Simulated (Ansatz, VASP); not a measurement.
## Na: VASP beside Ansatz

The input INCAR:

```
PREC = Accurate ; ENCUT = 520
EDIFF = 1E-6 ; ISMEAR = -1
SIGMA = 0.1 ; LREAL = False
LASPH = True ; NELM = 60
ALGO = Normal ; ISIF = 2
LWAVE = False ; LCHARG = False
GGA = PE ; NBANDS = 10
```

File KPOINTS:

```
Automatic mesh
0
Gamma
  13 13 13
```

The input POSCAR:

```
Na
1.0
    0.0000000000      2.6597934526      2.6597934526
    2.6597934526      0.0000000000      2.6597934526
    2.6597934526      2.6597934526      0.0000000000
Na
1
Direct
    0.0000000000      0.0000000000      0.0000000000
```

Input for Ansatz:

```yaml
crystal:
  lattice:
    - [0.0, 2.6597934526, 2.6597934526]
    - [2.6597934526, 0.0, 2.6597934526]
    - [2.6597934526, 2.6597934526, 0.0]
  atoms:
    - { symbol: Na, position: [0.0, 0.0, 0.0] }
kpoints:
  mp_grid: { grid: [13, 13, 13] }
scf:
  occupations: { method: fermi_dirac, width: 0.1 }
hamiltonian:
  xc: pbe
  pseudopotentials: { kind: paw }
output:
  forces: true
  stress: true
  eigenvalues: true
```

Change from the starting cell: volume scaled by 1.018, to set the pressure.

Alike in both runs: task single point; functional PBE; k mesh 13 × 13 × 13; occupations fermi-dirac, width 0.1 eV; no spin polarisation.

|  | VASP | Ansatz |
| --- | --- | --- |
| version | VASP 6.6.1 | Ansatz 0.2.0 |
| potentials or method | VASP PAW PBE potentials, release 64 (Na_pv) | PAW with Ansatz's default frozen-core files, scalar-relativistic |
| plane-wave cutoff (eV) | 520 | 420 |
| valence electrons in the cell | 7 | 9 |

|  | VASP | Ansatz | Ansatz less VASP |
| --- | --- | --- | --- |
| pressure (GPa) | -0.1 | -0.1 | +0.03 |

VASP's potentials hold 7 valence electrons a cell and Ansatz's 9, so a difference there can come from the potentials and not from the codes.
